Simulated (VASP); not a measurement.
# Cu (I4/mmm) in VASP: a series of runs

The runs below take Cu through single point, with PBEsol.

Program: VASP 6.6.1. These are calculated values, not measurements. Logs are shortened: lines on timing, memory, paths and dates and some standing lists are left out, and cuts for length are marked.

**1. The cell of the first run**

It takes space group I4/mmm (No. 139, tetragonal). Conventional cell: a = 2.658 Å, b = 2.658 Å, c = 3.470 Å, α = 90.00°, β = 90.00°, γ = 90.00°. Cu (site symmetry 4/mmm) has 12 Cu at 2.56 to 2.66 Å within 3.4 Å.

**2. Single point, PBEsol (strain +0.040 along x and y, -0.040 along z)**

File INCAR:

```
PREC = Accurate ; ENCUT = 520
EDIFF = 1E-6 ; ISMEAR = 0
SIGMA = 0.15 ; LREAL = False
LASPH = True ; NELM = 60
ALGO = Fast ; ISIF = 2
LWAVE = False ; LCHARG = False
GGA = PS ; NBANDS = 12
```

File KPOINTS:

```
regular mesh
0
Gamma
  22 22 22
```

File POSCAR:

```
Cu
1.0
    0.0000000000      1.8798000000      1.7352000000
    1.8798000000      0.0000000000      1.7352000000
    1.8798000000      1.8798000000      0.0000000000
Cu
1
Direct
    0.0000000000      0.0000000000      0.0000000000
```

Potentials or basis: VASP PAW PBE potentials, release 64 (Cu).

Run with:

```sh
> cat potpaw_PBE.64/Cu/POTCAR > POTCAR
> mpirun -np 1 vasp_std > vasp.out
```

OUTCAR:

```text
PREC = Accurate
   ENCUT = 520
   EDIFF = 1E-6
   ISMEAR = 0
   LREAL = False
   LASPH = True
   NELM = 60
   ISIF = 2
   GGA = PS

 ion  position               nearest neighbor table
   1  0.000  0.000  0.000-

  LATTYP: Found a body centered tetragonal cell.
 ALAT       =     2.6584386545
 C/A-ratio  =     1.3054279037

  Lattice vectors:

 A1 = (   0.0000000000,  -1.8798000000,  -1.7352000000)
 A2 = (   0.0000000000,   1.8798000000,  -1.7352000000)
 A3 = (   1.8798000000,   0.0000000000,   1.7352000000)

Analysis of symmetry for initial positions (statically):
=====================================================================
 Subroutine PRICEL returns:
 Original cell was already a primitive cell.

 Routine SETGRP: Setting up the symmetry group for a
 body centered tetragonal supercell.

 Subroutine GETGRP returns: Found 16 space group operations
 (whereof 16 operations were pure point group operations)
 out of a pool of 16 trial point group operations.

The static configuration has the point symmetry D_4h.

Analysis of symmetry for dynamics (positions and initial velocities):
=====================================================================
 Subroutine PRICEL returns:
 Original cell was already a primitive cell.

 Routine SETGRP: Setting up the symmetry group for a
 body centered tetragonal supercell.

 Subroutine GETGRP returns: Found 16 space group operations
 (whereof 16 operations were pure point group operations)
 out of a pool of 16 trial point group operations.

The dynamic configuration has the point symmetry D_4h.

 Subroutine INISYM returns: Found 16 space group operations
 (whereof 16 operations are pure point group operations),
 and found     1 'primitive' translations

----------------------------------------------------------------------------------------

                                     Primitive cell

  volume of cell :      12.2632

  direct lattice vectors                    reciprocal lattice vectors
     0.000000000  1.879800000  1.735200000    -0.265985743  0.265985743  0.288151222
     1.879800000  0.000000000  1.735200000     0.265985743 -0.265985743  0.288151222
     1.879800000  1.879800000  0.000000000     0.265985743  0.265985743 -0.288151222

  length of vectors
     2.558235149  2.558235149  2.658438655     0.473843812  0.473843812  0.473843812

  position of ions in fractional coordinates (direct lattice)
     0.000000000  0.000000000  0.000000000

  ion indices of the primitive-cell ions
   primitive index   ion index
                 1           1

----------------------------------------------------------------------------------------

 KPOINTS: regular mesh

Automatic generation of k-mesh.
 Grid dimensions read from file:
 generate k-points for:   22   22   22

 Generating k-lattice:

  Cartesian coordinates                     Fractional coordinates (reciprocal lattice)
    -0.012090261  0.012090261  0.013097783     0.045454545  0.000000000  0.000000000
     0.012090261 -0.012090261  0.013097783     0.000000000  0.045454545  0.000000000
     0.012090261  0.012090261 -0.013097783     0.000000000  0.000000000  0.045454545

  Length of vectors
     0.021538355  0.021538355  0.021538355

  Shift w.r.t. Gamma in fractional coordinates (k-lattice)
     0.000000000  0.000000000  0.000000000

 Subroutine IBZKPT returns following result:
 ===========================================

 Found    834 irreducible k-points:

 Following reciprocal coordinates:
            Coordinates               Weight
  0.000000  0.000000  0.000000      1.000000
  0.045455 -0.000000  0.000000      8.000000
  0.090909 -0.000000  0.000000      8.000000
  0.136364 -0.000000  0.000000      8.000000
  0.181818 -0.000000  0.000000      8.000000
  0.227273  0.000000  0.000000      8.000000
[... 16 lines left out ...]
  0.500000  0.045455  0.000000      8.000000
 -0.454545  0.045455  0.000000      8.000000
 [... further k-points ...]
   k-points           NKPTS =    834   k-points in BZ     NKDIM =    834   number of bands    NBANDS=     12
   number of dos      NEDOS =    301   number of ions     NIONS =      1
   total plane-waves  NPLWV =   8000
   dimension x,y,z NGX =    20 NGY =   20 NGZ =   20
   dimension x,y,z NGXF=    40 NGYF=   40 NGZF=   40
   ions per type =               1
   NGX,Y,Z   is equivalent  to a cutoff of  13.00, 13.00, 12.51 a.u.
   NGXF,Y,Z  is equivalent  to a cutoff of  25.99, 25.99, 25.01 a.u.
 SYSTEM =  unknown system
   PREC   = accura    normal or accurate (medium, high low for compatibility)
   ISTART =      0    job   : 0-new  1-cont  2-samecut
   ICHARG =      2    charge: 1-file 2-atom 10-const
   ISPIN  =      1    spin polarized calculation?
   LNONCOLLINEAR =      F non collinear calculations
   LSORBIT =      F    spin-orbit coupling
   LASPH  =      T    aspherical Exc in radial PAW
   ENCUT  =  520.0 eV  38.22 Ry    6.18 a.u.   4.76  4.76  4.94*2*pi/ulx,y,z
   NELM   =     60;   NELMIN=  2; NELMDL= -5     # of ELM steps
   EDIFF  = 0.1E-05   stopping-criterion for ELM
   LREAL  =      F    real-space projection
   EDIFFG = 0.1E-04   stopping-criterion for IOM
   NSW    =      0    number of steps for IOM
   IBRION =     -1    ionic relax: 0-MD 1-quasi-New 2-CG
   NFREE  =      0    steps in history (QN), initial steepest desc. (CG)
   ISIF   =      2    stress and relaxation
   ISYM   =      2    0-nonsym 1-usesym 2-fastsym
   POTIM  = 0.5000    time-step for ionic-motion
   TEBEG  =    0.0;   TEEND  =   0.0 temperature during run
   PSTRESS=    0.0 pullay stress
   NELECT =      11.0000    total number of electrons
   NUPDOWN=      -1.0000    fix difference up-down
   EMIN   =  10.00;   EMAX   =-10.00  energy-range for DOS
   EFERMI =   0.00;   METHOD = LEGACY
   ISMEAR =     0;   SIGMA  =   0.15  broadening in eV -4-tet -1-fermi 0-gaus
   EFERMI_NEDOS =   21; number of points for ismear=-14 and -15
   IALGO  =     68    algorithm
   IMIX   =      4    mixing-type and parameters
     AMIX     =   0.40;   BMIX     =  1.00
     AMIX_MAG =   1.60;   BMIX_MAG =  1.00
  volume/ion in A,a.u.               =      12.26        82.76
  Fermi-wavevector in a.u.,A,eV,Ry     =   1.578840  2.983575 33.915728  2.492736
  Thomas-Fermi vector in A             =   2.679310
   LORBIT       =      0    0 simple, 1 ext, 2 COOP (PROOUT), +10 PAW based schemes
   GGA     = PS    functional components
   LHFCALC =     F    Hartree Fock is set to
   AEXX    =    0.0000 exact exchange contribution
   IVDW    =     0    specifies the selected vdW correction
   LEPSILON=     F    determine dielectric tensor
   LRPA    =     F    only Hartree local field effects (RPA)
 non-spin polarized calculation
 RMM-DIIS sequential band-by-band and
 Gauss-broadening in eV      SIGMA  =   0.15
  energy-cutoff  :      520.00
  volume of cell :       12.26
 maximum number of plane-waves:       344
   NGX =  9   NGY =  9   NGZ =  9

 number of electron      10.9999991 magnetization

 Free energy of the ion-electron system (eV)
  ---------------------------------------------------
  ext. energy  EPLUGINS =         0.00000000
  ---------------------------------------------------
  free energy    TOTEN  =        -4.27302720 eV

  energy without entropy =       -4.26961660  energy(sigma->0) =       -4.27132190

 E-fermi :   6.9335     XC(G=0): -12.6897

 val. band max:        6.9311326461   @ k =  -0.4545   0.0000   0.0909
 cond. band min:       6.9360053268   @ k =  -0.1364   0.3636   0.2727
 fundamental gap:      0.0048726807
 Fermi energy:         6.9335169700

 k-point     1 :       0.0000    0.0000    0.0000
  band No.  band energies     occupation
      1      -2.1592      2.00000
      2       3.9291      2.00000
      3       3.9291      2.00000
      4       4.2696      2.00000
      5       4.6249      2.00000
      6       4.9684      2.00000
      7      29.3468      0.00000
      8      31.5348      0.00000
      9      31.5348      0.00000
     10      31.8000      0.00000
     11      33.9684      0.00000
     12      34.1586      0.00000

 k-point     2 :       0.0455   -0.0000    0.0000
  band No.  band energies     occupation
      1      -2.0856      2.00000
      2       3.9261      2.00000
      3       3.9428      2.00000
      4       4.2704      2.00000
      5       4.6225      2.00000
      6       4.9606      2.00000
      7      28.9007      0.00000
      8      30.5731      0.00000
      9      31.2476      0.00000
     10      31.4914      0.00000
     11      34.3691      0.00000
     12      34.5340      0.00000

 k-point     3 :       0.0909   -0.0000    0.0000
  band No.  band energies     occupation
      1      -1.8663      2.00000
      2       3.9120      2.00000
      3       3.9787      2.00000
      4       4.2780      2.00000
      5       4.6202      2.00000
      6       4.9399      2.00000
      7      27.0974      0.00000
      8      29.9680      0.00000
      9      30.6557      0.00000
     10      31.0518      0.00000
     11      35.1811      0.00000
     12      35.3261      0.00000
[... 286 lines left out ...]
 k-point    23 :       0.5000    0.0455    0.0000
  band No.  band energies     occupation
      1       2.1037      2.00000
      2       3.8426      2.00000
      3       4.1665      2.00000
      4       5.0158      2.00000
      5       5.4271      2.00000
      6       6.3278      2.00000
      7      10.5866      0.00000
      8      26.5704      0.00000
      9      26.7242      0.00000
     10      29.5690      0.00000
     11      31.1046      0.00000
     12      32.8865      0.00000

 k-point    24 :      -0.4545    0.0455    0.0000
  band No.  band energies     occupation
      1       2.0823      2.00000
      2       3.8455      2.00000
      3       4.1646      2.00000
      4       5.0183      2.00000
      5       5.3940      2.00000
      6       6.1522      2.00000
      7      10.8684      0.00000
      8      26.8690      0.00000
      9      26.9079      0.00000
     10      28.9904      0.00000
     11      30.8745      0.00000
     12      33.0338      0.00000

 [... further k-points ...]
[... 5 lines left out ...]
  --------------------------------------------------------------------------------------
  -------------------------------------------------------------------------------------
  Total       -0.8587937     -0.8587937     -0.6260398      0.0000000      0.0000000      0.0000000
  in kB     -112.2009733   -112.2009733    -81.7917938      0.0000000      0.0000000      0.0000000
  external PRESSURE =    -102.0645801 kB  Pullay stress =       0.0000000 kB

 VOLUME and BASIS-vectors are now :
 -----------------------------------------------------------------------------
  energy-cutoff  :      520.00
  volume of cell :       12.26
      direct lattice vectors                 reciprocal lattice vectors
     0.000000000  1.879800000  1.735200000    -0.265985743  0.265985743  0.288151222
     1.879800000  0.000000000  1.735200000     0.265985743 -0.265985743  0.288151222
     1.879800000  1.879800000  0.000000000     0.265985743  0.265985743 -0.288151222

 POSITION                                       TOTAL-FORCE (eV/Angst)
 -----------------------------------------------------------------------------------
      0.00000      0.00000      0.00000         0.000000      0.000000      0.000000
 -----------------------------------------------------------------------------------
    total drift:                                0.000000     -0.000000      0.000000

  FREE ENERGIE OF THE ION-ELECTRON SYSTEM (eV)
  ---------------------------------------------------
  free  energy   TOTEN  =        -4.2730272018 eV

  energy  without entropy=       -4.2696166004  energy(sigma->0) =       -4.27132190
```

It took 3.3 min on 1 thread of Intel Xeon Platinum 8259CL at 2.50GHz (Skylake/Cascade Lake), shared host; peak memory 0.22 GiB.

Results:

- Free energy: -4.2730 eV
- Pressure: -10.2 GPa

Caveat: the cell differs from its parent crystal (strain +0.040 along x and y, -0.040 along z); the PAW data sets were made with another functional, which shifts forces and pressure a little.

**3. Single point, PBEsol (strain +0.080 along x and y, -0.080 along z)**

File INCAR:

```
ALGO = Normal
EDIFF = 1E-7
ENCUT = 520
GGA = PS
ISIF = 2
ISMEAR = 0
LASPH = T
LCHARG = T
LELF = T
LREAL = F
LVHAR = T
LWAVE = F
NBANDS = 12
NELM = 80
PREC = Accurate
SIGMA = 0.15
```

File KPOINTS:

```
k-points
0
Gamma
  22 22 22
```

File POSCAR:

```
Cu
1.0
    0.0000000000      1.9521000000      1.6629000000
    1.9521000000      0.0000000000      1.6629000000
    1.9521000000      1.9521000000      0.0000000000
Cu
1
Direct
    0.0000000000      0.0000000000      0.0000000000
```

Potentials or basis: VASP PAW PBE potentials, release 64 (Cu).

Run with:

```sh
> cat potpaw_PBE.64/Cu/POTCAR > POTCAR
> mpirun -np 1 vasp_std > vasp.out
```

OUTCAR:

```text
EDIFF = 1E-7
   ENCUT = 520
   GGA = PS
   ISIF = 2
   ISMEAR = 0
   LASPH = T
   LREAL = F
   NELM = 80
   PREC = Accurate

 ion  position               nearest neighbor table
   1  0.000  0.000  0.000-

  LATTYP: Found a body centered tetragonal cell.
 ALAT       =     2.7606862951
 C/A-ratio  =     1.2047004420

  Lattice vectors:

 A1 = (   0.0000000000,  -1.9521000000,  -1.6629000000)
 A2 = (   0.0000000000,   1.9521000000,  -1.6629000000)
 A3 = (   1.9521000000,   0.0000000000,   1.6629000000)

[... 530 lines left out ...]
      5       5.1057      2.00000
      6       5.8226      2.00000
      7      10.4904      0.00000
      8      24.9422      0.00000
      9      25.2491      0.00000
     10      29.2076      0.00000
     11      30.0742      0.00000
     12      32.2147      0.00000

 [... further k-points ...]
[... 5 lines left out ...]
  --------------------------------------------------------------------------------------
  -------------------------------------------------------------------------------------
  Total       -1.1231895     -1.1231895     -0.8989791      0.0000000      0.0000000     -0.0000000
  in kB     -141.9918308   -141.9918308   -113.6475098      0.0000000      0.0000000     -0.0000000
  external PRESSURE =    -132.5437238 kB  Pullay stress =       0.0000000 kB

 VOLUME and BASIS-vectors are now :
 -----------------------------------------------------------------------------
  energy-cutoff  :      520.00
  volume of cell :       12.67
      direct lattice vectors                 reciprocal lattice vectors
     0.000000000  1.952100000  1.662900000    -0.256134419  0.256134419  0.300679536
     1.952100000  0.000000000  1.662900000     0.256134419 -0.256134419  0.300679536
     1.952100000  1.952100000  0.000000000     0.256134419  0.256134419 -0.300679536

 POSITION                                       TOTAL-FORCE (eV/Angst)
 -----------------------------------------------------------------------------------
      0.00000      0.00000      0.00000         0.000000      0.000000     -0.000000
 -----------------------------------------------------------------------------------
    total drift:                               -0.000000      0.000000      0.000000

  FREE ENERGIE OF THE ION-ELECTRON SYSTEM (eV)
  ---------------------------------------------------
  free  energy   TOTEN  =        -4.2301980620 eV

  energy  without entropy=       -4.2259205332  energy(sigma->0) =       -4.22805930
```

Wall time 3.5 min (1 thread of Intel Xeon Platinum 8259CL at 2.50GHz (Skylake/Cascade Lake), shared host); peak memory 0.23 GiB.

What came out:

```
Free energy : -4.2302 eV
Pressure    : -13.3 GPa
```

Stress tensor (GPa, compression positive):
```
-14.20   0.00   0.00
  0.00 -14.20   0.00
  0.00   0.00 -11.36
```

Levels at points of the mesh, in eV from the Fermi level:
```csv
k point,band 2,band 3,band 4,band 5,band 6,band 7,band 8,band 9,band 10,band 11
"(0.00, 0.00, 0.00)",-2.95,-2.95,-2.42,-2.36,-1.83,22.52,24.24,24.24,24.76,26.70
"(0.50, 0.00, 0.00)",-3.18,-2.44,-1.71,-1.40,-0.74,3.53,18.68,18.73,22.18,24.43
"(0.50, 0.50, 0.00)",-4.12,-1.54,-1.41,-1.41,4.02,9.56,10.22,10.22,14.98,16.81
"(0.50, 0.00, 0.50)",-3.92,-1.64,-1.64,-1.29,0.54,5.33,13.92,14.20,18.16,20.62
```

Caveat: the cell differs from its parent crystal (strain +0.080 along x and y, -0.080 along z); the PAW data sets were made with another functional, which shifts forces and pressure a little.

(Continued in part 2 of 2.)
